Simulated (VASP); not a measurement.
A run of VASP 6.6.1 is set up as follows.

File POSCAR:

```
Se
1.0
   -1.7397641318      1.7397641318      1.7397641318
    1.7397641318     -1.7397641318      1.7397641318
    1.7397641318      1.7397641318     -1.7397641318
Se
1
Direct
    0.0000000000      0.0000000000      0.0000000000
```

The input INCAR.step1:

```
SYSTEM = Se
  PREC = Accurate
  ENCUT = 520
  ISMEAR = -1
  SIGMA = 0.1
  LREAL = .False.
  LASPH = .True.
  NELM = 60
  NBANDS = 9
  GGA = PE
  ALGO = Normal
  EDIFF = 1E-4
  LWAVE = .True.
  LCHARG = .False.
```

INCAR.step2

```
SYSTEM = Se
  PREC = Accurate
  ENCUT = 520
  EDIFF = 1E-6
  ISMEAR = -1
  SIGMA = 0.1
  LREAL = .False.
  LASPH = .True.
  NELM = 60
  ALGO = Normal
  ISIF = 2
  LWAVE = .False.
  LCHARG = .False.
  METAGGA = R2SCAN
  LMIXTAU = .True.
  NBANDS = 9
  ISTART = 1
```

The input KPOINTS:

```
regular mesh
0
Gamma
  15 15 15
  0 0 0
```

Potentials or basis: VASP PAW PBE potentials, release 64 (Se).

Command:

```console
$ cat potpaw_PBE.64/Se/POTCAR > POTCAR
$ cp INCAR.step1 INCAR
$ mpirun -np 1 vasp_std > vasp.out
$ cp INCAR.step2 INCAR
$ mpirun -np 1 vasp_std > vasp.out
```

Question: Predict the band gap on the k mesh.

Answer: Zero (band 3 reaches 7.75 eV, above the bottom of band 4 at 1.61 eV).

Question: Predict the pressure.

Answer: -2.4 GPa.

Caveat: the PAW data sets were made with another functional, which shifts forces and pressure a little.
